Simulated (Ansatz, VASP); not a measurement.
**Ta4C3: VASP beside Ansatz**

```
Ta C
1.0
    -3.10327    0.00000    0.00000
    -1.55164   -2.68751    0.00000
     0.31033    0.89584   10.16451
Ta C
4 3
Cartesian
  -1.4442 -0.8338 1.9248
  -1.4442 -0.8338 9.5814
  0.1075 0.0620 7.0959
  -2.9958 -1.7296 4.5989
  -1.4442 -0.8338 5.8652
  -4.5475 -2.6255 0.5824
  0.1075 0.0620 3.2818
```

Alike in both runs: task single point; functional PBEsol; k mesh 14 × 14 × 4; occupations gaussian, width 0.15 eV; no spin polarisation.

```csv
,VASP,Ansatz
version,VASP 6.6.1,Ansatz 0.2.0
potentials or method,"VASP PAW PBE potentials, release 64 (Ta_pv, C), cutoff 520 eV","scalar-relativistic, plane waves, PAW"
valence electrons in the cell,56,64
```

|  | VASP | Ansatz | Ansatz less VASP |
| --- | --- | --- | --- |
| gap on the k mesh at the Fermi level (eV) | none | none | - |
| rms of the force components (eV/Å) | 9.368 | 8.771 | -0.5970 |

VASP's potentials were made for PBE, not for PBEsol. Atom by atom the forces differ by 0.600 eV/Å (rms over components). A gap of «none» marks a metal or a gap that the smearing closes. VASP's potentials hold 56 valence electrons a cell and Ansatz's 64, so a difference there can come from the potentials and not from the codes.

Spin-orbit coupling is off throughout.
